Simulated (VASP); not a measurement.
A run of VASP 6.6.1:

The input INCAR:

```
PREC = Accurate ; ENCUT = 520
EDIFF = 1E-6 ; ISMEAR = 0
SIGMA = 0.1 ; LREAL = False
LASPH = True ; NELM = 60
ALGO = Normal ; ISIF = 2
LWAVE = False ; LCHARG = False
LDIPOL = True ; IDIPOL = 3
DIPOL = 0.5 0.5 0.500 ; GGA = PE
NBANDS = 19
```

The input KPOINTS:

```
regular mesh
0
Gamma
  15 15 1
```

Contents of POSCAR:

```
Be
1.0
    2.2995019854      0.0000000000      0.0000000000
   -1.1497509927      1.9914271354      0.0000000000
    0.0000000000      0.0000000000     31.4035998062
Be
9
Direct
    0.6666666667      0.3333333333      0.2706696064
    0.3333333333      0.6666666667      0.3280022048
    0.6666666667      0.3333333333      0.3853348032
    0.3333333333      0.6666666667      0.4426674016
    0.6666666667      0.3333333333      0.4996955166
    0.3333333333      0.6666666667      0.5567188008
    0.6666666667      0.3333333333      0.6137622759
    0.3333333333      0.6666666667      0.6707450053
    0.6666666667      0.3333333333      0.7282045425
```

Potentials or basis: VASP PAW PBE potentials, release 64 (Be).

The run is started by

```sh
$ cat potpaw_PBE.64/Be/POTCAR > POTCAR
$ mpirun -np 1 vasp_std > vasp.out
```

Hardware: 1 thread of Intel(R) Xeon(R) Platinum 8488C (Sapphire Rapids), on a shared host.

Q: How long does it take, and how much memory?

A: Wall time 3.1 min on 1 thread of Intel(R) Xeon(R) Platinum 8488C (Sapphire Rapids), on a shared host, peak memory 0.26 GiB. Counts: scf iterations 24, k points 27.
